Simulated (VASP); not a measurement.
# C (Fd-3m) in VASP: a series of runs

Aim: see how the results for C move with the level of theory and the settings. Levels: r2SCAN+D4, SVWN5, PBE, RPBE+D4. Tasks: single point, relaxation of cell and atoms.

Everything below comes from runs of VASP 6.6.1. Logs are shortened: lines on timing, memory, paths and dates and some standing lists are left out, and cuts for length are marked.

## (1) The cell of the first run

It takes space group Fd-3m (No. 227, cubic). The conventional cell has a = 3.637 Å, b = 3.637 Å, c = 3.637 Å, α = 90.00°, β = 90.00°, γ = 90.00°. Within 2.1 Å of C (site symmetry -43m) lie 4 C at 1.57 Å.

## (2) Single point, r2SCAN+D4

The input, POSCAR:

```
C
1.0
    0.0000000000      1.8183469191      1.8183469191
    1.8183469191      0.0000000000      1.8183469191
    1.8183469191      1.8183469191      0.0000000000
C
2
Direct
    0.7500000000      0.7500000000      0.7500000000
    0.5000000000      0.5000000000      0.5000000000
```

The input, INCAR.step1:

```
SYSTEM = C
PREC = Accurate ; ENCUT = 520
ISMEAR = -1 ; SIGMA = 0.05
LREAL = .False. ; LASPH = .True.
NELM = 60 ; NBANDS = 11
GGA = PE ; ALGO = Normal
EDIFF = 1E-4 ; LWAVE = .True.
LCHARG = .False.
```

The input, INCAR.step2:

```
SYSTEM = C
PREC = Accurate ; ENCUT = 520
EDIFF = 1E-6 ; ISMEAR = -1
SIGMA = 0.05 ; LREAL = .False.
LASPH = .True. ; NELM = 60
ALGO = Normal ; ISIF = 2
LWAVE = .False. ; LCHARG = .False.
METAGGA = R2SCAN ; LMIXTAU = .True.
IVDW = 13 ; VDW_S6 = 1.0
VDW_S8 = 0.6018749 ; VDW_A1 = 0.51559235
VDW_A2 = 5.77342911 ; NBANDS = 11
ISTART = 1
```

The input, KPOINTS:

```
regular mesh
0
Gamma
  13 13 13
  0 0 0
```

Potentials or basis: VASP PAW PBE potentials, release 64 (C).

Command:

```console
$ cat potpaw_PBE.64/C/POTCAR > POTCAR
$ cp INCAR.step1 INCAR
$ mpirun -np 1 vasp_std > vasp.out
$ cp INCAR.step2 INCAR
$ mpirun -np 1 vasp_std > vasp.out
```

OUTCAR:

```text
SYSTEM = C
   PREC = Accurate
   ENCUT = 520
   EDIFF = 1E-6
   ISMEAR = -1
   LREAL = .False.
   LASPH = .True.
   NELM = 60
   ISIF = 2
   METAGGA = R2SCAN
   IVDW = 13
   ISTART = 1

 ion  position               nearest neighbor table
   1  0.750  0.750  0.750-   2 1.57   2 1.57   2 1.57   2 1.57
   2  0.500  0.500  0.500-   1 1.57   1 1.57   1 1.57   1 1.57

  LATTYP: Found a face centered cubic cell.
 ALAT       =     3.6366938382

  Lattice vectors:

 A1 = (   0.0000000000,   1.8183469191,   1.8183469191)
 A2 = (   1.8183469191,   0.0000000000,   1.8183469191)
 A3 = (   1.8183469191,   1.8183469191,   0.0000000000)

Analysis of symmetry for initial positions (statically):
=====================================================================
 Subroutine PRICEL returns:
 Original cell was already a primitive cell.

 Routine SETGRP: Setting up the symmetry group for a
 face centered cubic supercell.

 Subroutine GETGRP returns: Found 48 space group operations
 (whereof 24 operations were pure point group operations)
 out of a pool of 48 trial point group operations.

The static configuration has the point symmetry T_d .
 The point group associated with its full space group is O_h .

Analysis of symmetry for dynamics (positions and initial velocities):
=====================================================================
 Subroutine PRICEL returns:
 Original cell was already a primitive cell.

 Routine SETGRP: Setting up the symmetry group for a
 face centered cubic supercell.

 Subroutine GETGRP returns: Found 48 space group operations
 (whereof 24 operations were pure point group operations)
 out of a pool of 48 trial point group operations.

The dynamic configuration has the point symmetry T_d .
 The point group associated with its full space group is O_h .

 Subroutine INISYM returns: Found 48 space group operations
 (whereof 24 operations are pure point group operations),
 and found     1 'primitive' translations

----------------------------------------------------------------------------------------

                                     Primitive cell

  volume of cell :      12.0243

  direct lattice vectors                    reciprocal lattice vectors
     0.000000000  1.818346919  1.818346919    -0.274975031  0.274975031  0.274975031
     1.818346919  0.000000000  1.818346919     0.274975031 -0.274975031  0.274975031
     1.818346919  1.818346919  0.000000000     0.274975031  0.274975031 -0.274975031

  length of vectors
     2.571530874  2.571530874  2.571530874     0.476270724  0.476270724  0.476270724

  position of ions in fractional coordinates (direct lattice)
     0.750000000  0.750000000  0.750000000
     0.500000000  0.500000000  0.500000000

  ion indices of the primitive-cell ions
   primitive index   ion index
                 1           1
                 2           2

----------------------------------------------------------------------------------------

 KPOINTS: regular mesh

Automatic generation of k-mesh.
 Grid dimensions read from file:
 generate k-points for:   13   13   13

 Generating k-lattice:

  Cartesian coordinates                     Fractional coordinates (reciprocal lattice)
    -0.021151925  0.021151925  0.021151925     0.076923077  0.000000000  0.000000000
     0.021151925 -0.021151925  0.021151925     0.000000000  0.076923077  0.000000000
     0.021151925  0.021151925 -0.021151925     0.000000000  0.000000000  0.076923077

  Length of vectors
     0.036636210  0.036636210  0.036636210

  Shift w.r.t. Gamma in fractional coordinates (k-lattice)
     0.000000000  0.000000000  0.000000000

 Subroutine IBZKPT returns following result:
 ===========================================

 Found     84 irreducible k-points:

 Following reciprocal coordinates:
            Coordinates               Weight
  0.000000  0.000000  0.000000      1.000000
  0.076923  0.000000  0.000000      8.000000
  0.153846  0.000000  0.000000      8.000000
  0.230769  0.000000  0.000000      8.000000
  0.307692  0.000000  0.000000      8.000000
  0.384615  0.000000  0.000000      8.000000
[... 16 lines left out ...]
  0.384615  0.153846  0.000000     24.000000
  0.461538  0.153846  0.000000     24.000000
 [... further k-points ...]
   k-points           NKPTS =     84   k-points in BZ     NKDIM =     84   number of bands    NBANDS=     11
   number of dos      NEDOS =    301   number of ions     NIONS =      2
   total plane-waves  NPLWV =   8000
   dimension x,y,z NGX =    20 NGY =   20 NGZ =   20
   dimension x,y,z NGXF=    40 NGYF=   40 NGZF=   40
   ions per type =               2
   NGX,Y,Z   is equivalent  to a cutoff of  12.93, 12.93, 12.93 a.u.
   NGXF,Y,Z  is equivalent  to a cutoff of  25.86, 25.86, 25.86 a.u.
 SYSTEM =  C
   PREC   = accura    normal or accurate (medium, high low for compatibility)
   ISTART =      1    job   : 0-new  1-cont  2-samecut
   ICHARG =      0    charge: 1-file 2-atom 10-const
[... 64 lines left out ...]
      3       8.8843      2.00000
      4       8.8843      2.00000
      5      14.5596      0.00000
      6      14.5596      0.00000
      7      14.5596      0.00000
      8      21.3321      0.00000
      9      28.4930      0.00000
     10      35.6363      0.00000
     11      35.6363      0.00000

 k-point     2 :       0.0769    0.0000    0.0000
  band No.  band energies     occupation
      1     -12.8563      2.00000
      2       7.7894      2.00000
      3       8.6050      2.00000
      4       8.6051      2.00000
      5      14.9258      0.00000
      6      14.9258      0.00000
      7      15.1718      0.00000
      8      21.5425      0.00000
      9      28.7843      0.00000
     10      33.8409      0.00000
     11      33.8409      0.00000

 k-point     3 :       0.1538    0.0000    0.0000
  band No.  band energies     occupation
      1     -12.3649      2.00000
      2       5.4692      2.00000
      3       7.9734      2.00000
      4       7.9734      2.00000
      5      15.7592      0.00000
      6      15.7592      0.00000
      7      16.1027      0.00000
      8      22.1667      0.00000
      9      29.4374      0.00000
     10      32.2800      0.00000
     11      32.2800      0.00000

 k-point     4 :       0.2308    0.0000    0.0000
  band No.  band energies     occupation
      1     -11.5537      2.00000
      2       2.8243      2.00000
      3       7.2871      2.00000
      4       7.2871      2.00000
      5      16.6102      0.00000
      6      16.6102      0.00000
      7      16.7003      0.00000
      8      23.0790      0.00000
      9      29.9209      0.00000
     10      31.6769      0.00000
     11      31.6769      0.00000

 k-point     5 :       0.3077    0.0000    0.0000
  band No.  band energies     occupation
      1     -10.4404      2.00000
      2       0.1950      2.00000
      3       6.7058      2.00000
      4       6.7058      2.00000
      5      17.0017      0.00000
      6      17.1839      0.00000
      7      17.1839      0.00000
      8      24.0091      0.00000
      9      30.0985      0.00000
     10      32.1485      0.00000
     11      32.1485      0.00000
[... 211 lines left out ...]
 k-point    21 :       0.2308    0.1538    0.0000
  band No.  band energies     occupation
      1     -11.5505      2.00000
      2       4.5595      2.00000
      3       5.8536      2.00000
      4       6.4659      2.00000
      5      14.1619      0.00000
      6      18.5979      0.00000
      7      18.7067      0.00000
      8      21.0463      0.00000
      9      28.8379      0.00000
     10      30.5667      0.00000
     11      36.1819      0.00000

 k-point    22 :       0.3077    0.1538    0.0000
  band No.  band energies     occupation
      1     -10.6419      2.00000
      2       2.1401      2.00000
      3       5.3158      2.00000
      4       5.8165      2.00000
      5      14.9160      0.00000
      6      19.1343      0.00000
      7      19.4592      0.00000
      8      21.0598      0.00000
      9      29.5499      0.00000
     10      30.9084      0.00000
     11      35.8654      0.00000

 k-point    23 :       0.3846    0.1538    0.0000
  band No.  band energies     occupation
      1      -9.4452      2.00000
      2      -0.2941      2.00000
      3       5.0158      2.00000
      4       5.0490      2.00000
      5      15.6152      0.00000
      6      19.4023      0.00000
      7      19.7415      0.00000
      8      21.7342      0.00000
      9      30.5467      0.00000
     10      31.0023      0.00000
     11      36.2614      0.00000

 k-point    24 :       0.4615    0.1538    0.0000
  band No.  band energies     occupation
      1      -8.0419      2.00000
      2      -2.5184      2.00000
      3       4.3554      2.00000
      4       4.9725      2.00000
      5      16.0592      0.00000
      6      19.5182      0.00000
      7      19.6258      0.00000
      8      23.0369      0.00000
      9      29.9561      0.00000
     10      32.3902      0.00000
     11      36.3777      0.00000

 [... further k-points ...]

------------------------ aborting loop because EDIFF is reached ----------------------------------------

  DFT-D4 for vdW energy calculation

  Edisp (eV):   -0.16780

  FORCE on cell =-STRESS in cart. coord.  units (eV):
  Direction    XX          YY          ZZ          XY          YZ          ZX
  --------------------------------------------------------------------------------------
  -------------------------------------------------------------------------------------
  Total      -1.99547    -1.99547    -1.99547     0.00000     0.00000     0.00000
  in kB    -265.88551  -265.88551  -265.88551     0.00000     0.00000     0.00000
  external pressure =     -265.89 kB  Pullay stress =        0.00 kB

 VOLUME and BASIS-vectors are now :
 -----------------------------------------------------------------------------
  energy-cutoff  :      520.00
  volume of cell :       12.02
      direct lattice vectors                 reciprocal lattice vectors
     0.000000000  1.818346919  1.818346919    -0.274975031  0.274975031  0.274975031
     1.818346919  0.000000000  1.818346919     0.274975031 -0.274975031  0.274975031
     1.818346919  1.818346919  0.000000000     0.274975031  0.274975031 -0.274975031

 POSITION                                       TOTAL-FORCE (eV/Angst)
 -----------------------------------------------------------------------------------
      2.72752      2.72752      2.72752        -0.000000     -0.000000     -0.000000
      1.81835      1.81835      1.81835         0.000000      0.000000      0.000000
 -----------------------------------------------------------------------------------
    total drift:                                0.000000     -0.000000      0.000000

  FREE ENERGIE OF THE ION-ELECTRON SYSTEM (eV)
  ---------------------------------------------------
  free  energy   TOTEN  =       -19.7688816562 eV

  energy  without entropy=      -19.7688816562  energy(sigma->0) =      -19.76888166
```

Wall time 39 s (1 thread of Intel Xeon 6975P-C, shared host); peak memory 0.12 GiB.

Results:

```yaml
Free_energy: -19.7689 eV
Pressure: -26.6 GPa
Band_gap_on_the_k_mesh: 4.21 eV, indirect (least direct gap 5.68 eV)
Dispersion_energy_per_atom: -0.084 eV
```

Levels at points of the mesh, in eV from the valence-band top:
```csv
k point,band 1,band 2,band 3,band 4,band 5,band 6,band 7,band 8
"(0.00, 0.00, 0.00)",-21.91,0.00,0.00,0.00,5.68,5.68,5.68,12.45
```

Caveat: the PAW data sets were made with another functional, which shifts forces and pressure a little. A k mesh can miss the band edges.

## (3) Relaxation of cell and atoms, SVWN5

This run uses another cell than the first one, of 5.67 Å³/atom, 0.943 times its volume.

The input, INCAR:

```
ALGO = Normal
EDIFF = 1E-6
EDIFFG = -0.01
ENCUT = 600
GGA = VW
IBRION = 2
ISIF = 3
ISMEAR = -1
LASPH = T
LCHARG = F
LREAL = F
LWAVE = F
NELM = 60
NSW = 60
PREC = Accurate
SIGMA = 0.05
```

The input, KPOINTS:

```
k-points
0
Gamma
  13 13 13
```

The input, POSCAR:

```
C
1.0
    0.0000000000      1.7833700000      1.7833700000
    1.7833700000      0.0000000000      1.7833700000
    1.7833700000      1.7833700000      0.0000000000
C
2
Direct
    0.7500000000      0.7500000000      0.7500000000
    0.5000000000      0.5000000000      0.5000000000
```

Potentials or basis: VASP PAW PBE potentials, release 64 (C).

Command:

```console
$ cat potpaw_PBE.64/C/POTCAR > POTCAR
$ mpirun -np 1 vasp_std > vasp.out
```

It took 13 s on 1 thread of Intel Xeon 6975P-C, shared host; peak memory 0.12 GiB.

Results (log left out):

| Item | Value |
| --- | --- |
| Free energy | -20.3103 eV |
| Relaxed volume | 5.52 Å³/atom |
| Relaxed cell | a = 2.499 Å, b = 2.499 Å, c = 2.499 Å, α = 60.00°, β = 60.00°, γ = 60.00° |
| Space group after relaxing (to 0.05 Å) | Fd-3m (No. 227) |
| Energy gained by relaxing | 6.1 meV/atom |
| Ionic steps | 3 |
| Pressure after relaxing | -0.1 GPa |
| Band gap on the k mesh | 4.18 eV, indirect (least direct gap 5.63 eV) |

The path:
```
step  energy change (eV)  largest force (eV/Å)  pressure (GPa)  volume (Å³)
   1              0.0000                0.0000          -12.31        11.34
   2              0.0089                0.0000           17.88        10.64
   3             -0.0122                0.0000           -0.11        11.04
```

Final structure:
```
C
1.0
     0.00000    1.76705    1.76705
     1.76705    0.00000    1.76705
     1.76705    1.76705    0.00000
C
2
Direct
  0.75000 0.75000 0.75000
  0.50000 0.50000 0.50000
```

Levels at points of the mesh, in eV from the valence-band top:
```csv
k point,band 1,band 2,band 3,band 4,band 5,band 6,band 7,band 8
"(0.00, 0.00, 0.00)",-21.70,0.00,0.00,0.00,5.63,5.63,5.63,14.20
```

Caveat: the PAW data sets were made with another functional, which shifts forces and pressure a little.

## (4) Single point, PBE

This run uses another cell than the first one, of 5.67 Å³/atom, 0.943 times its volume.

The input, INCAR:

```
SYSTEM = C
ALGO = Normal
EDIFF = 1E-7
ENCUT = 520
GGA = PE
ISIF = 2
ISMEAR = -1
LASPH = .TRUE.
LCHARG = .FALSE.
LREAL = .FALSE.
LWAVE = .FALSE.
NBANDS = 11
NELM = 100
PREC = Accurate
SIGMA = 0.03
```

The input, KPOINTS:

```
k-points
0
G
  6 6 6
  0 0 0
```

POSCAR is that of step 3.

Command:

```console
$ cat potpaw_PBE.64/C/POTCAR > POTCAR
$ mpirun -np 1 vasp_std > vasp.out
```

Run time: 1.7 s. Hardware: 1 thread of Intel Xeon 6975P-C (Granite Rapids), shared host; peak memory 0.11 GiB.

Results (log left out):

| Quantity | Value |
| --- | --- |
| Free energy | -18.1759 eV |
| Pressure | 2.5 GPa |
| Band gap on the k mesh | 4.15 eV, indirect (least direct gap 5.59 eV) |

Levels at points of the mesh, in eV from the valence-band top:
```csv
k point,band 1,band 2,band 3,band 4,band 5,band 6,band 7,band 8,band 9
"(0.00, 0.00, 0.00)",-21.48,0.00,0.00,0.00,5.59,5.59,5.59,13.33,19.29
"(0.50, 0.00, 0.00)",-15.70,-13.37,-2.80,-2.80,8.46,8.46,8.85,15.70,21.90
"(0.50, 0.50, 0.00)",-12.76,-12.76,-6.30,-6.30,4.76,4.76,16.81,16.81,23.24
```

Caveat: the k points lie up to 0.51 Å⁻¹ apart. A k mesh can miss the band edges.

## (5) Single point, RPBE+D4, collinear spin, ferrimagnetic start

This run uses another cell than the first one, of 6.13 Å³/atom, 1.019 times its volume.

The input, INCAR:

```
SYSTEM = C
ALGO = Normal
EDIFF = 1E-7
ENCUT = 520
GGA = RP
ISIF = 2
ISMEAR = -1
ISPIN = 2
IVDW = 13
LASPH = .TRUE.
LCHARG = .FALSE.
LORBIT = 11
LREAL = .FALSE.
LWAVE = .FALSE.
MAGMOM = 0.5 -0.25
NBANDS = 15
NELM = 150
PREC = Accurate
SIGMA = 0.1
```

The input, KPOINTS:

```
k-points
0
G
  13 13 13
  0 0 0
```

The input, POSCAR:

```
C
1.0
    0.0000000000      1.8297118824      1.8297118824
    1.8297118824      0.0000000000      1.8297118824
    1.8297118824      1.8297118824      0.0000000000
C
2
Direct
    0.7500000000      0.7500000000      0.7500000000
    0.5000000000      0.5000000000      0.5000000000
```

Command:

```console
$ cat potpaw_PBE.64/C/POTCAR > POTCAR
$ mpirun -np 1 vasp_std > vasp.out
```

Run time: 17 s. Hardware: 1 thread of Intel Xeon 6975P-C (Granite Rapids), shared host; peak memory 0.13 GiB.

It converged, with:

- Free energy: -18.1764 eV
- Pressure: -34.1 GPa
- Band gap on the k mesh: 3.98 eV, indirect (least direct gap 5.38 eV)
- Net moment: 0.00 μB per cell
- Valence electrons inside the program's atomic spheres: C 2.49
- Dispersion energy per atom: -0.494 eV

Levels at points of the mesh, in eV from the valence-band top:
Spin up:
| k point | band 1 | band 2 | band 3 | band 4 | band 5 | band 6 | band 7 | band 8 |
| --- | --- | --- | --- | --- | --- | --- | --- | --- |
| (0.00, 0.00, 0.00) | -20.54 | 0.00 | 0.00 | 0.00 | 5.38 | 5.38 | 5.38 | 11.55 |
Spin down:
```csv
k point,band 2,band 3,band 4,band 5,band 6,band 7
"(0.00, 0.00, 0.00)",0.00,0.00,0.00,5.38,5.38,5.38
```

Caveat: the PAW data sets were made with another functional, which shifts forces and pressure a little. As with any semilocal functional, this RPBE gap is likely too small.

## (6) The runs side by side

| task | level | spin | cell | k mesh | cutoff (eV) | smearing | gap on the mesh (eV) | pressure (GPa) |
| --- | --- | --- | --- | --- | --- | --- | --- | --- |
| single point | r2SCAN+D4 | off | a = 2.572 Å, angles 60.0°, 2 atoms | 13 × 13 × 13 | 520 | fermi-dirac 0.05 eV | 4.21 | -26.6 |
| relaxation of cell and atoms | SVWN5 | off | relaxed from a = 2.522 Å, angles 60.0°, 2 atoms | 13 × 13 × 13 | 600 | fermi-dirac 0.05 eV | 4.18 | -0.1 |
| single point | PBE | off | a = 2.522 Å, angles 60.0°, 2 atoms | 6 × 6 × 6 | 520 | fermi-dirac 0.03 eV | 4.15 | 2.5 |
| single point | RPBE+D4 | collinear, ferrimagnetic start | a = 2.588 Å, angles 60.0°, 2 atoms | 13 × 13 × 13 | 520 | fermi-dirac 0.1 eV | 3.98 | -34.1 |

Alike in all rows: potentials or basis VASP PAW PBE potentials, release 64 (C).

Caveats: some runs use coarse meshes; the PAW data sets were made with another functional, which shifts forces and pressure a little (some runs).

Absolute energies hang on the potentials; compare differences alone.

## (7) How close it comes

Step 3. The cell as given is a measured one (5.67 Å³/atom); SVWN5 puts the equilibrium volume -2.7 % from it, thermal expansion not counted.
